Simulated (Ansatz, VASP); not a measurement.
# Two plane-wave programs on SnO2

File INCAR:

```
SYSTEM = SnO2
PREC = Accurate
ENCUT = 520
EDIFF = 1E-6
ISMEAR = 0
SIGMA = 0.05
LREAL = .FALSE.
LASPH = .TRUE.
NELM = 80
ALGO = Normal
ISIF = 2
LWAVE = .FALSE.
LCHARG = .TRUE.
GGA = CA
LELF = .TRUE.
LVHAR = .TRUE.
NBANDS = 20
```

The input KPOINTS:

```
regular mesh
0
G
  12 12 12
  0 0 0
```

POSCAR

```
SnO2
1.0
    1.5878765347      0.9352813679      4.0813809037
   -1.5878765347      0.9352813679      4.0813809037
    0.0000000000     -1.8705627357      4.0813809037
Sn O
1 2
Direct
    0.5000000000      0.5000000000      0.5000000000
    0.2451905456      0.2451905456      0.2451905456
    0.7548094544      0.7548094544      0.7548094544
```

Input for Ansatz:

```yaml
crystal:
  lattice:
    - [1.5878765347, 0.9352813679, 4.0813809037]
    - [-1.5878765347, 0.9352813679, 4.0813809037]
    - [0.0, -1.8705627357, 4.0813809037]
  atoms:
    - { symbol: Sn, position: [0.5, 0.5, 0.5] }
    - { symbol: O, position: [0.2451905456, 0.2451905456, 0.2451905456] }
    - { symbol: O, position: [0.7548094544, 0.7548094544, 0.7548094544] }
basis:
  ecutwfc: 420
kpoints:
  mp_grid: { grid: [12, 12, 12] }
hamiltonian:
  xc: lda
scf:
  occupations: { method: gaussian, width: 0.05 }
output:
  forces: true
  stress: true
  eigenvalues: true
```

Change from the starting cell: strain -0.0100 x Voigt [1, -1, 0, 0, 0, 0], atoms carried along.

Alike in both runs: task single point; functional LDA; k mesh 12 × 12 × 12; occupations gaussian, width 0.05 eV; no spin polarisation.

|  | VASP | Ansatz |
| --- | --- | --- |
| version | VASP 6.6.1 | Ansatz 0.2.0 |
| potentials or method | VASP PAW LDA potentials, release 64 (Sn_d, O), cutoff 520 eV | scalar-relativistic, plane waves, PAW |
| valence electrons in the cell | 26 | 26 |

VASP gave:

* gap on the k mesh at the Fermi level (eV): 1.56
* least direct gap on the mesh (eV): 1.56
* pressure (GPa): 1.0
* traceless stress, the component that is largest in VASP (GPa): 2.84
* rms of the force components (eV/Å): 0.037

Task: Estimate Ansatz's values.

Result: gap on the k mesh at the Fermi level (eV): 1.55; least direct gap on the mesh (eV): 1.55; pressure (GPa): 0.1; traceless stress, the component that is largest in VASP (GPa): 2.45; rms of the force components (eV/Å): 0.015.

LDA's correlation is that of Perdew and Zunger in VASP and of Perdew and Wang (1992) in Ansatz. Atom by atom the forces differ by 0.030 eV/Å (rms over components).
